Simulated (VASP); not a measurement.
# In (P6_3/mmc) in VASP: further runs, part 3 of 3

VASP 6.6.1.

## Step 5: Single point, PBE (volume scaled by 0.45)

Input file INCAR:

```
SYSTEM = In
PREC = Accurate
ENCUT = 520
EDIFF = 1E-6
ISMEAR = -1
SIGMA = 0.08
LREAL = .FALSE.
LASPH = .TRUE.
NELM = 80
ALGO = Normal
ISIF = 2
LWAVE = .FALSE.
LCHARG = .TRUE.
GGA = PE
LELF = .TRUE.
LVHAR = .TRUE.
NBANDS = 20
```

Input file KPOINTS:

```
regular mesh
0
G
  13 13 7
  0 0 0
```

Input file POSCAR:

```
In
1.0
    2.6064195911      0.0000000000      0.0000000000
   -1.3032097956      2.2572255788      0.0000000000
    0.0000000000      0.0000000000      4.2497509777
In
2
Direct
    0.3333333333      0.6666666667      0.2500000000
    0.6666666667      0.3333333333      0.7500000000
```

Potentials or basis: VASP PAW PBE potentials, release 64 (In_d).

On the command line:

```console
$ cat potpaw_PBE.64/In_d/POTCAR > POTCAR
$ mpirun -np 1 vasp_std > vasp.out
```

OUTCAR:

```text
SYSTEM = In
   PREC = Accurate
   ENCUT = 520
   EDIFF = 1E-6
   ISMEAR = -1
   LREAL = .FALSE.
   LASPH = .TRUE.
   NELM = 80
   ISIF = 2
   GGA = PE

 ion  position               nearest neighbor table
   1  0.333  0.667  0.250-   2 2.60   2 2.60   2 2.60   2 2.60   2 2.60   2 2.60   2 3.68   2 3.68
                             2 3.68   2 3.68   2 3.68   2 3.68
   2  0.667  0.333  0.750-   1 2.60   1 2.60   1 2.60   1 2.60   1 2.60   1 2.60   1 3.68   1 3.68
                             1 3.68   1 3.68   1 3.68   1 3.68

  LATTYP: Found a hexagonal cell.
 ALAT       =     2.6064195911
 C/A-ratio  =     1.6304937978

  Lattice vectors:

 A1 = (   2.6064195911,   0.0000000000,   0.0000000000)
 A2 = (  -1.3032097956,   2.2572255788,   0.0000000000)
 A3 = (   0.0000000000,   0.0000000000,   4.2497509777)

Analysis of symmetry for initial positions (statically):
=====================================================================
 Subroutine PRICEL returns:
 Original cell was already a primitive cell.

 Routine SETGRP: Setting up the symmetry group for a
 hexagonal supercell.

 Subroutine GETGRP returns: Found 24 space group operations
 (whereof 12 operations were pure point group operations)
 out of a pool of 24 trial point group operations.

The static configuration has the point symmetry D_3d.
 The point group associated with its full space group is D_6h.

Analysis of symmetry for dynamics (positions and initial velocities):
=====================================================================
 Subroutine PRICEL returns:
 Original cell was already a primitive cell.

 Routine SETGRP: Setting up the symmetry group for a
 hexagonal supercell.

 Subroutine GETGRP returns: Found 24 space group operations
 (whereof 12 operations were pure point group operations)
 out of a pool of 24 trial point group operations.

The dynamic configuration has the point symmetry D_3d.
 The point group associated with its full space group is D_6h.

 Subroutine INISYM returns: Found 24 space group operations
 (whereof 12 operations are pure point group operations),
 and found     1 'primitive' translations

----------------------------------------------------------------------------------------

                                     Primitive cell

  volume of cell :      25.0025

  direct lattice vectors                    reciprocal lattice vectors
     2.606419591  0.000000000  0.000000000     0.383668080  0.221510869  0.000000000
    -1.303209796  2.257225579  0.000000000     0.000000000  0.443021738  0.000000000
     0.000000000  0.000000000  4.249750978     0.000000000  0.000000000  0.235307905

  length of vectors
     2.606419591  2.606419591  4.249750978     0.443021738  0.443021738  0.235307905

  position of ions in fractional coordinates (direct lattice)
     0.333333333  0.666666667  0.250000000
     0.666666667  0.333333333  0.750000000

  ion indices of the primitive-cell ions
   primitive index   ion index
                 1           1
                 2           2

----------------------------------------------------------------------------------------

 KPOINTS: regular mesh

Automatic generation of k-mesh.
 Grid dimensions read from file:
 generate k-points for:   13   13    7

 Generating k-lattice:

  Cartesian coordinates                     Fractional coordinates (reciprocal lattice)
     0.029512929  0.017039298  0.000000000     0.076923077  0.000000000  0.000000000
     0.000000000  0.034078595  0.000000000     0.000000000  0.076923077  0.000000000
     0.000000000  0.000000000  0.033615415     0.000000000  0.000000000  0.142857143

  Length of vectors
     0.034078595  0.034078595  0.033615415

  Shift w.r.t. Gamma in fractional coordinates (k-lattice)
     0.000000000  0.000000000  0.000000000

 Subroutine IBZKPT returns following result:
 ===========================================

 Found     84 irreducible k-points:

 Following reciprocal coordinates:
            Coordinates               Weight
  0.000000  0.000000  0.000000      1.000000
  0.076923  0.000000  0.000000      6.000000
  0.153846  0.000000  0.000000      6.000000
  0.230769  0.000000  0.000000      6.000000
  0.307692  0.000000  0.000000      6.000000
  0.384615  0.000000  0.000000      6.000000
[... 16 lines left out ...]
  0.076923  0.000000  0.142857     12.000000
  0.153846  0.000000  0.142857     12.000000
 [... further k-points ...]
   k-points           NKPTS =     84   k-points in BZ     NKDIM =     84   number of bands    NBANDS=     20
   number of dos      NEDOS =    301   number of ions     NIONS =      2
   total plane-waves  NPLWV =  12800
   dimension x,y,z NGX =    20 NGY =   20 NGZ =   32
   dimension x,y,z NGXF=    40 NGYF=   40 NGZF=   64
   ions per type =               2
   NGX,Y,Z   is equivalent  to a cutoff of  12.76, 12.76, 12.52 a.u.
   NGXF,Y,Z  is equivalent  to a cutoff of  25.51, 25.51, 25.04 a.u.
 SYSTEM =  In
   PREC   = accura    normal or accurate (medium, high low for compatibility)
   ISTART =      0    job   : 0-new  1-cont  2-samecut
   ICHARG =      2    charge: 1-file 2-atom 10-const
   ISPIN  =      1    spin polarized calculation?
   LNONCOLLINEAR =      F non collinear calculations
   LSORBIT =      F    spin-orbit coupling
   LASPH  =      T    aspherical Exc in radial PAW
   ENCUT  =  520.0 eV  38.22 Ry    6.18 a.u.   4.85  4.85  7.90*2*pi/ulx,y,z
   NELM   =     80;   NELMIN=  2; NELMDL= -5     # of ELM steps
   EDIFF  = 0.1E-05   stopping-criterion for ELM
   LREAL  =      F    real-space projection
   EDIFFG = 0.1E-04   stopping-criterion for IOM
   NSW    =      0    number of steps for IOM
   IBRION =     -1    ionic relax: 0-MD 1-quasi-New 2-CG
   NFREE  =      0    steps in history (QN), initial steepest desc. (CG)
   ISIF   =      2    stress and relaxation
   ISYM   =      2    0-nonsym 1-usesym 2-fastsym
   POTIM  = 0.5000    time-step for ionic-motion
   TEBEG  =    0.0;   TEEND  =   0.0 temperature during run
   PSTRESS=    0.0 pullay stress
   NELECT =      26.0000    total number of electrons
   NUPDOWN=      -1.0000    fix difference up-down
   EMIN   =  10.00;   EMAX   =-10.00  energy-range for DOS
   EFERMI =   0.00;   METHOD = LEGACY
   ISMEAR =    -1;   SIGMA  =   0.08  broadening in eV -4-tet -1-fermi 0-gaus
   EFERMI_NEDOS =   21; number of points for ismear=-14 and -15
   IALGO  =     38    algorithm
   IMIX   =      4    mixing-type and parameters
     AMIX     =   0.40;   BMIX     =  1.00
     AMIX_MAG =   1.60;   BMIX_MAG =  1.00
  volume/ion in A,a.u.               =      12.50        84.36
  Fermi-wavevector in a.u.,A,eV,Ry     =   1.658587  3.134276 37.428431  2.750912
  Thomas-Fermi vector in A             =   2.746143
   LORBIT       =      0    0 simple, 1 ext, 2 COOP (PROOUT), +10 PAW based schemes
   GGA     = PE    functional components
   LHFCALC =     F    Hartree Fock is set to
   AEXX    =    0.0000 exact exchange contribution
   IVDW    =     0    specifies the selected vdW correction
   LEPSILON=     F    determine dielectric tensor
   LRPA    =     F    only Hartree local field effects (RPA)
 non-spin polarized calculation
  energy-cutoff  :      520.00
  volume of cell :       25.00
 maximum number of plane-waves:       687
 NGX is ok and might be reduce to    20
   NGX =  9   NGY =  9   NGZ = 15

 number of electron      26.0000005 magnetization

 Free energy of the ion-electron system (eV)
  ---------------------------------------------------
  ext. energy  EPLUGINS =         0.00000000
  ---------------------------------------------------
  free energy    TOTEN  =         3.96113687 eV

  energy without entropy =        3.97204139  energy(sigma->0) =        3.96658913

 E-fermi :  20.7808     XC(G=0): -14.3185

 val. band max:       20.7240726328   @ k =   0.2308   0.2308   0.1429
 cond. band min:      20.8105872143   @ k =   0.0000   0.0000   0.2857
 fundamental gap:      0.0865145815
 Fermi energy:        20.7808360770

 k-point     1 :       0.0000    0.0000    0.0000
  band No.  band energies     occupation
      1       1.8452      2.00000
      2       2.9879      2.00000
      3       3.1039      2.00000
      4       3.1039      2.00000
      5       3.1924      2.00000
      6       3.3271      2.00000
[... 12 lines left out ...]
     19      37.3007      0.00000
     20      37.3007      0.00000
[... 507 lines left out ...]
 k-point    24 :       0.1538    0.0000    0.1429
  band No.  band energies     occupation
      1       2.1331      2.00000
      2       2.8094      2.00000
      3       3.0595      2.00000
      4       3.1102      2.00000
      5       3.3270      2.00000
      6       3.5995      2.00000
[... 12 lines left out ...]
     19      36.0499      0.00000
     20      37.8647      0.00000

 [... further k-points ...]
[... 5 lines left out ...]
  --------------------------------------------------------------------------------------
  -------------------------------------------------------------------------------------
  Total       33.1833443     33.1833443     33.1663973     -0.0000000     -0.0000000      0.0000000
  in kB     2126.4146655   2126.4146655   2125.3286908     -0.0000000     -0.0000000      0.0000000
  external PRESSURE =    2126.0526739 kB  Pullay stress =       0.0000000 kB

 VOLUME and BASIS-vectors are now :
 -----------------------------------------------------------------------------
  energy-cutoff  :      520.00
  volume of cell :       25.00
      direct lattice vectors                 reciprocal lattice vectors
     2.606419591  0.000000000  0.000000000     0.383668080  0.221510869  0.000000000
    -1.303209796  2.257225579  0.000000000     0.000000000  0.443021738  0.000000000
     0.000000000  0.000000000  4.249750978     0.000000000  0.000000000  0.235307905

 POSITION                                       TOTAL-FORCE (eV/Angst)
 -----------------------------------------------------------------------------------
     -0.00000      1.50482      1.06244         0.000000     -0.000000      0.000000
      1.30321      0.75241      3.18731        -0.000000      0.000000      0.000000
 -----------------------------------------------------------------------------------
    total drift:                               -0.000000      0.000000     -0.000000

  FREE ENERGIE OF THE ION-ELECTRON SYSTEM (eV)
  ---------------------------------------------------
  free  energy   TOTEN  =         3.9611368713 eV

  energy  without entropy=        3.9720413870  energy(sigma->0) =        3.96658913
```

Wall time 48 s (1 thread of Intel Xeon 8259CL, shared host); peak memory 0.16 GiB.

What came out:

```yaml
Free_energy: 3.9611 eV
Pressure: 212.6 GPa
Band_gap_on_the_k_mesh: zero (band 13 reaches 25.76 eV, above the bottom of band 14 at 17.73 eV)
```

Stress tensor (GPa, compression positive):
```
212.64   0.00   0.00
  0.00 212.64   0.00
  0.00   0.00 212.53
```

Levels at points of the mesh, in eV from the Fermi level:
```csv
k point,band 10,band 11,band 12,band 13,band 14,band 15,band 16,band 17
"(0.00, 0.00, 0.00)",-16.03,-16.03,-8.56,-4.65,10.49,12.68,12.92,13.87
```

Caveat: spin-orbit coupling is left out, which moves the levels of the heavy elements.
